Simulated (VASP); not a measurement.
# Al (P6_3/mmc) in VASP: further runs

Runs on Al. Level: LDA. Tasks: single point.

All numbers are computed with VASP 6.6.1; they aren't measurements. Logs are shortened: lines on timing, memory, paths and dates and some standing lists are left out, and cuts for length are marked.

**1. The cell of the first run**

It takes space group P6_3/mmc (No. 194, hexagonal). Conventional cell: a = 2.950 Å, b = 2.950 Å, c = 4.593 Å, α = 90.00°, β = 90.00°, γ = 120.00°. Al (site symmetry -6m2) has 12 Al at 2.86 to 2.95 Å within 3.8 Å.

**2. Single point, LDA**

File INCAR:

```
SYSTEM = Al
PREC = Accurate
ENCUT = 520
EDIFF = 1E-6
ISMEAR = 0
SIGMA = 0.15
LREAL = .False.
LASPH = .True.
NELM = 60
ALGO = Fast
ISIF = 2
LWAVE = .False.
LCHARG = .False.
NBANDS = 10
```

File KPOINTS:

```
regular mesh
0
Gamma
  18 18 10
  0 0 0
```

File POSCAR:

```
Al
1.0
    2.9496000000      0.0000000000      0.0000000000
   -1.4748000000      2.5544285310      0.0000000000
    0.0000000000      0.0000000000      4.5925000000
Al
2
Direct
    0.6666666667      0.3333333333      0.7500000000
    0.3333333333      0.6666666667      0.2500000000
```

Potentials or basis: VASP PAW LDA potentials, release 64 (Al).

Run with:

```
cat potpaw_LDA.64/Al/POTCAR > POTCAR
mpirun -np 1 vasp_std > vasp.out
```

OUTCAR:

```text
SYSTEM = Al
   PREC = Accurate
   ENCUT = 520
   EDIFF = 1E-6
   ISMEAR = 0
   LREAL = .False.
   LASPH = .True.
   NELM = 60
   ISIF = 2

 ion  position               nearest neighbor table
   1  0.667  0.333  0.750-   2 2.86   2 2.86   2 2.86   2 2.86   2 2.86   2 2.86
   2  0.333  0.667  0.250-   1 2.86   1 2.86   1 2.86   1 2.86   1 2.86   1 2.86

  LATTYP: Found a hexagonal cell.
 ALAT       =     2.9496000000
 C/A-ratio  =     1.5569907784

  Lattice vectors:

 A1 = (   2.9496000000,   0.0000000000,   0.0000000000)
 A2 = (  -1.4748000000,   2.5544285310,   0.0000000000)
 A3 = (   0.0000000000,   0.0000000000,   4.5925000000)

Analysis of symmetry for initial positions (statically):
=====================================================================
 Subroutine PRICEL returns:
 Original cell was already a primitive cell.

 Routine SETGRP: Setting up the symmetry group for a
 hexagonal supercell.

 Subroutine GETGRP returns: Found 24 space group operations
 (whereof 12 operations were pure point group operations)
 out of a pool of 24 trial point group operations.

The static configuration has the point symmetry D_3d.
 The point group associated with its full space group is D_6h.

Analysis of symmetry for dynamics (positions and initial velocities):
=====================================================================
 Subroutine PRICEL returns:
 Original cell was already a primitive cell.

 Routine SETGRP: Setting up the symmetry group for a
 hexagonal supercell.

 Subroutine GETGRP returns: Found 24 space group operations
 (whereof 12 operations were pure point group operations)
 out of a pool of 24 trial point group operations.

The dynamic configuration has the point symmetry D_3d.
 The point group associated with its full space group is D_6h.

 Subroutine INISYM returns: Found 24 space group operations
 (whereof 12 operations are pure point group operations),
 and found     1 'primitive' translations

----------------------------------------------------------------------------------------

                                     Primitive cell

  volume of cell :      34.6024

  direct lattice vectors                    reciprocal lattice vectors
     2.949600000  0.000000000  0.000000000     0.339029021  0.195738496  0.000000000
    -1.474800000  2.554428531  0.000000000     0.000000000  0.391476993  0.000000000
     0.000000000  0.000000000  4.592500000     0.000000000  0.000000000  0.217746326

  length of vectors
     2.949600000  2.949600000  4.592500000     0.391476993  0.391476993  0.217746326

  position of ions in fractional coordinates (direct lattice)
     0.666666667  0.333333333  0.750000000
     0.333333333  0.666666667  0.250000000

  ion indices of the primitive-cell ions
   primitive index   ion index
                 1           1
                 2           2

----------------------------------------------------------------------------------------

 KPOINTS: regular mesh

Automatic generation of k-mesh.
 Grid dimensions read from file:
 generate k-points for:   18   18   10

 Generating k-lattice:

  Cartesian coordinates                     Fractional coordinates (reciprocal lattice)
     0.018834946  0.010874361  0.000000000     0.055555556  0.000000000  0.000000000
     0.000000000  0.021748722  0.000000000     0.000000000  0.055555556  0.000000000
     0.000000000  0.000000000  0.021774633     0.000000000  0.000000000  0.100000000

  Length of vectors
     0.021748722  0.021748722  0.021774633

  Shift w.r.t. Gamma in fractional coordinates (k-lattice)
     0.000000000  0.000000000  0.000000000

 Subroutine IBZKPT returns following result:
 ===========================================

 Found    222 irreducible k-points:

 Following reciprocal coordinates:
            Coordinates               Weight
  0.000000  0.000000  0.000000      1.000000
  0.055556 -0.000000  0.000000      6.000000
  0.111111 -0.000000  0.000000      6.000000
  0.166667 -0.000000  0.000000      6.000000
  0.222222 -0.000000  0.000000      6.000000
  0.277778 -0.000000  0.000000      6.000000
[... 16 lines left out ...]
  0.333333  0.111111  0.000000     12.000000
  0.388889  0.111111  0.000000     12.000000
 [... further k-points ...]
   k-points           NKPTS =    222   k-points in BZ     NKDIM =    222   number of bands    NBANDS=     10
   number of dos      NEDOS =    301   number of ions     NIONS =      2
   total plane-waves  NPLWV =  20736
   dimension x,y,z NGX =    24 NGY =   24 NGZ =   36
   dimension x,y,z NGXF=    48 NGYF=   48 NGZF=   72
   ions per type =               2
   NGX,Y,Z   is equivalent  to a cutoff of  13.53, 13.53, 13.03 a.u.
   NGXF,Y,Z  is equivalent  to a cutoff of  27.05, 27.05, 26.06 a.u.
 SYSTEM =  Al
   PREC   = accura    normal or accurate (medium, high low for compatibility)
   ISTART =      0    job   : 0-new  1-cont  2-samecut
   ICHARG =      2    charge: 1-file 2-atom 10-const
   ISPIN  =      1    spin polarized calculation?
   LNONCOLLINEAR =      F non collinear calculations
   LSORBIT =      F    spin-orbit coupling
   LASPH  =      T    aspherical Exc in radial PAW
   ENCUT  =  520.0 eV  38.22 Ry    6.18 a.u.   5.48  5.48  8.54*2*pi/ulx,y,z
   NELM   =     60;   NELMIN=  2; NELMDL= -5     # of ELM steps
   EDIFF  = 0.1E-05   stopping-criterion for ELM
   LREAL  =      F    real-space projection
   EDIFFG = 0.1E-04   stopping-criterion for IOM
   NSW    =      0    number of steps for IOM
   IBRION =     -1    ionic relax: 0-MD 1-quasi-New 2-CG
   NFREE  =      0    steps in history (QN), initial steepest desc. (CG)
   ISIF   =      2    stress and relaxation
   ISYM   =      2    0-nonsym 1-usesym 2-fastsym
   POTIM  = 0.5000    time-step for ionic-motion
   TEBEG  =    0.0;   TEEND  =   0.0 temperature during run
   PSTRESS=    0.0 pullay stress
   NELECT =       6.0000    total number of electrons
   NUPDOWN=      -1.0000    fix difference up-down
   EMIN   =  10.00;   EMAX   =-10.00  energy-range for DOS
   EFERMI =   0.00;   METHOD = LEGACY
   ISMEAR =     0;   SIGMA  =   0.15  broadening in eV -4-tet -1-fermi 0-gaus
   EFERMI_NEDOS =   21; number of points for ismear=-14 and -15
   IALGO  =     68    algorithm
   IMIX   =      4    mixing-type and parameters
     AMIX     =   0.40;   BMIX     =  1.00
     AMIX_MAG =   1.60;   BMIX_MAG =  1.00
  volume/ion in A,a.u.               =      17.30       116.75
  Fermi-wavevector in a.u.,A,eV,Ry     =   0.912900  1.725131 11.338912  0.833387
  Thomas-Fermi vector in A             =   2.037349
   LORBIT       =      0    0 simple, 1 ext, 2 COOP (PROOUT), +10 PAW based schemes
   GGA     = CA    functional components
   LHFCALC =     F    Hartree Fock is set to
   AEXX    =    0.0000 exact exchange contribution
   IVDW    =     0    specifies the selected vdW correction
   LEPSILON=     F    determine dielectric tensor
   LRPA    =     F    only Hartree local field effects (RPA)
 non-spin polarized calculation
 RMM-DIIS sequential band-by-band and
 Gauss-broadening in eV      SIGMA  =   0.15
  energy-cutoff  :      520.00
  volume of cell :       34.60
 maximum number of plane-waves:       958
 NGX is ok and might be reduce to    24

 number of electron       6.0000000 magnetization

 Free energy of the ion-electron system (eV)
  ---------------------------------------------------
  ext. energy  EPLUGINS =         0.00000000
  ---------------------------------------------------
  free energy    TOTEN  =        -8.25787360 eV

  energy without entropy =       -8.24709783  energy(sigma->0) =       -8.25248571

 E-fermi :   7.2881     XC(G=0): -10.1694

 val. band max:        7.2824451841   @ k =   0.2222   0.2222   0.1000
 cond. band min:       7.2924155367   @ k =   0.3333  -0.0000   0.1000
 fundamental gap:      0.0099703526
 Fermi energy:         7.2880598948

 k-point     1 :       0.0000    0.0000    0.0000
  band No.  band energies     occupation
      1      -3.4737      2.00000
      2       3.2043      2.00000
      3       3.5513      2.00000
      4      16.6120      0.00000
      5      16.6120      0.00000
      6      17.3873      0.00000
      7      17.3873      0.00000
      8      19.5260      0.00000
      9      20.1063      0.00000
     10      22.2301      0.00000

 k-point     2 :       0.0556   -0.0000    0.0000
  band No.  band energies     occupation
      1      -3.4039      2.00000
      2       3.2689      2.00000
      3       3.6198      2.00000
      4      15.3536      0.00000
      5      15.9003      0.00000
      6      17.2862      0.00000
      7      18.2198      0.00000
      8      20.1733      0.00000
      9      20.7111      0.00000
     10      21.1142      0.00000

 k-point     3 :       0.1111   -0.0000    0.0000
  band No.  band energies     occupation
      1      -3.1948      2.00000
      2       3.4625      2.00000
      3       3.8248      2.00000
      4      13.4660      0.00000
      5      15.0225      0.00000
      6      16.6134      0.00000
      7      19.3748      0.00000
      8      19.4513      0.00000
      9      19.5303      0.00000
     10      20.7473      0.00000

 k-point     4 :       0.1667   -0.0000    0.0000
  band No.  band energies     occupation
      1      -2.8469      2.00000
      2       3.7850      2.00000
      3       4.1639      2.00000
      4      11.5609      0.00000
      5      14.2458      0.00000
      6      15.8334      0.00000
      7      17.6015      0.00000
      8      17.9487      0.00000
      9      19.9786      0.00000
     10      20.5006      0.00000
[... 222 lines left out ...]
 k-point    22 :       0.2778    0.1111    0.0000
  band No.  band energies     occupation
      1      -0.7778      2.00000
      2       5.7126      2.00000
      3       5.8964      2.00000
      4       6.8174      1.99999
      5      10.0181      0.00000
      6      12.7243      0.00000
      7      13.3079      0.00000
      8      16.4880      0.00000
      9      16.5696      0.00000
     10      17.1478      0.00000

 k-point    23 :       0.3333    0.1111    0.0000
  band No.  band energies     occupation
      1       0.1084      2.00000
      2       4.9013      2.00000
      3       6.5373      2.00000
      4       7.1418      1.83217
      5       9.6795      0.00000
      6      11.2884      0.00000
      7      11.9307      0.00000
      8      16.1343      0.00000
      9      16.2809      0.00000
     10      16.8481      0.00000

 k-point    24 :       0.3889    0.1111    0.0000
  band No.  band energies     occupation
      1       1.1196      2.00000
      2       3.5537      2.00000
      3       7.4565      0.11222
      4       8.0322      0.00000
      5       9.4141      0.00000
      6       9.9968      0.00000
      7      10.7385      0.00000
      8      15.9252      0.00000
      9      16.1071      0.00000
     10      16.6661      0.00000

 [... further k-points ...]

------------------------ aborting loop because EDIFF is reached ----------------------------------------

  FORCE on cell =-STRESS in cart. coord.  units (eV):
  Direction    XX          YY          ZZ          XY          YZ          ZX
  --------------------------------------------------------------------------------------
  -------------------------------------------------------------------------------------
  Total       -1.3197036     -1.3197036     -0.7406479      0.0000000     -0.0000000      0.0000000
  in kB      -61.1055900    -61.1055900    -34.2938582      0.0000000     -0.0000000      0.0000000
  external PRESSURE =     -52.1683461 kB  Pullay stress =       0.0000000 kB

 VOLUME and BASIS-vectors are now :
 -----------------------------------------------------------------------------
  energy-cutoff  :      520.00
  volume of cell :       34.60
      direct lattice vectors                 reciprocal lattice vectors
     2.949600000  0.000000000  0.000000000     0.339029021  0.195738496  0.000000000
    -1.474800000  2.554428531  0.000000000     0.000000000  0.391476993  0.000000000
     0.000000000  0.000000000  4.592500000     0.000000000  0.000000000  0.217746326

 POSITION                                       TOTAL-FORCE (eV/Angst)
 -----------------------------------------------------------------------------------
      1.47480      0.85148      3.44437        -0.000000      0.000000      0.000000
     -0.00000      1.70295      1.14813         0.000000     -0.000000      0.000000
 -----------------------------------------------------------------------------------
    total drift:                               -0.000000      0.000000     -0.000000

  FREE ENERGIE OF THE ION-ELECTRON SYSTEM (eV)
  ---------------------------------------------------
  free  energy   TOTEN  =        -8.2578736036 eV

  energy  without entropy=       -8.2470978255  energy(sigma->0) =       -8.25248571
```

It used 38 s of CPU time on 1 thread of AMD EPYC 7R13 Processor (Zen 3), on a shared host.

Results:

```
Free energy            : -8.2579 eV
Pressure               : -5.2 GPa
Band gap on the k mesh : zero (band 3 reaches 12.04 eV, above the bottom of band 4 at 4.07 eV)
```

**3. Single point, LDA**

This run uses another cell than the first one, of the same volume but with other edges.

File INCAR:

```
PREC     = Accurate       # precision mode
ENCUT    = 520            # plane-wave cutoff, eV
EDIFF    = 1E-6           # SCF threshold, eV
ISMEAR   = 0              # smearing method
SIGMA    = 0.15           # smearing width, eV
LREAL    = False          # projectors in reciprocal space
LASPH    = True           # aspherical terms in the spheres
NELM     = 80             # most SCF steps
ALGO     = Normal         # electronic algorithm
ISIF     = 2              # what is computed and relaxed
LWAVE    = False          # write WAVECAR
LCHARG   = False          # write CHGCAR
NBANDS   = 10             # bands
```

File KPOINTS:

```
Automatic mesh
0
Gamma
  18 18 10
```

File POSCAR:

```
Al
1.0
    2.8865000000      0.0000000000      0.0000000000
   -1.4432500000      2.4997823280      0.0000000000
    0.0000000000      0.0000000000      4.8034000000
Al
2
Direct
    0.6666666667      0.3333333333      0.7500000000
    0.3333333333      0.6666666667      0.2500000000
```

Potentials or basis: VASP PAW LDA potentials, release 64 (Al).

Run with:

```
cat potpaw_LDA.64/Al/POTCAR > POTCAR
mpirun -np 1 vasp_std > vasp.out
```

Run time: 41 s. Hardware: 1 thread of AMD EPYC 7R13 (Zen 3), shared host; peak memory 0.14 GiB.

Results (log left out):

* Free energy: -8.2649 eV
* Pressure: -5.5 GPa
* Band gap on the k mesh: zero (band 3 reaches 11.18 eV, above the bottom of band 4 at 4.16 eV)

Levels at points of the mesh, in eV from the Fermi level:
```csv
k point,band 1,band 2,band 3,band 4,band 5,band 6,band 7,band 8
"(0.00, 0.00, 0.00)",-10.75,-4.54,-4.43,10.35,10.35,10.90,10.90,11.61
"(0.50, 0.00, 0.00)",-5.09,-4.84,0.63,0.87,1.46,1.60,5.54,7.13
"(0.00, 0.00, 0.50)",-9.16,-9.16,3.01,3.01,11.63,11.63,11.63,11.63
"(0.50, 0.00, 0.50)",-3.70,-3.70,-3.12,-3.12,6.91,6.91,7.49,7.49
```
